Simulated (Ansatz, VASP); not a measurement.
Mo: VASP beside Ansatz

File INCAR:

```
  PREC = Accurate
  ENCUT = 520
  EDIFF = 1E-7
  ISMEAR = -1
  SIGMA = 0.1
  LREAL = F
  LASPH = T
  NELM = 80
  ALGO = Normal
  ISIF = 2
  LWAVE = F
  LCHARG = T
  GGA = RE
  LELF = T
  LVHAR = T
  NBANDS = 21
```

The input KPOINTS:

```
regular mesh
0
Gamma
  15 15 8
```

POSCAR

```
Mo
1.0
   -1.9500808445      1.9499260020      1.3486382770
    1.9499260020     -1.9500808445      1.3486382770
    3.2107467231      3.2107467231     -1.3489218713
Mo
2
Direct
    0.9999595626      0.0000404374      0.0000000000
    0.7500404374      0.2499595626      0.5000000000
```

Input for Ansatz:

```yaml
crystal:
  lattice:
    - [-1.9500808445, 1.949926002, 1.348638277]
    - [1.949926002, -1.9500808445, 1.348638277]
    - [3.2107467231, 3.2107467231, -1.3489218713]
  atoms:
    - { symbol: Mo, position: [0.9999595626, 4.04374e-05, 0.0] }
    - { symbol: Mo, position: [0.7500404374, 0.2499595626, 0.5] }
hamiltonian:
  xc: revpbe
  pseudopotentials:
    kind: paw
    azcp:
      Mo: "pseudopotentials/Mo.paw.azcp"
basis:
  ecutwfc: 420
  fft_grid_basis: typed
kpoints:
  mp_grid: { grid: [15, 15, 8], shift: [0, 0, 0] }
magnetization:
  spin_polarized: false
scf:
  occupations: { method: fermi_dirac, width: 0.1 }
  lower_state_search: "off"
output:
  stress: true
```

Alike in both runs: task single point; functional revPBE; k mesh 15 × 15 × 8; occupations fermi-dirac, width 0.1 eV; no spin polarisation.

|  | VASP | Ansatz |
| --- | --- | --- |
| version | VASP 6.6.1 | Ansatz 0.2.0 |
| potentials or method | VASP PAW PBE potentials, release 64 (Mo_sv), cutoff 520 eV | plane waves (420 eV) with PAW, scalar-relativistic |
| valence electrons in the cell | 28 | 28 |

|  | VASP | Ansatz | Ansatz less VASP |
| --- | --- | --- | --- |
| pressure (GPa) | -8.2 | -8.6 | -0.39 |
| traceless stress, the component that is largest in VASP (GPa) | -0.31 | -0.35 | -0.041 |

VASP's potentials were made for PBE, not for revPBE.
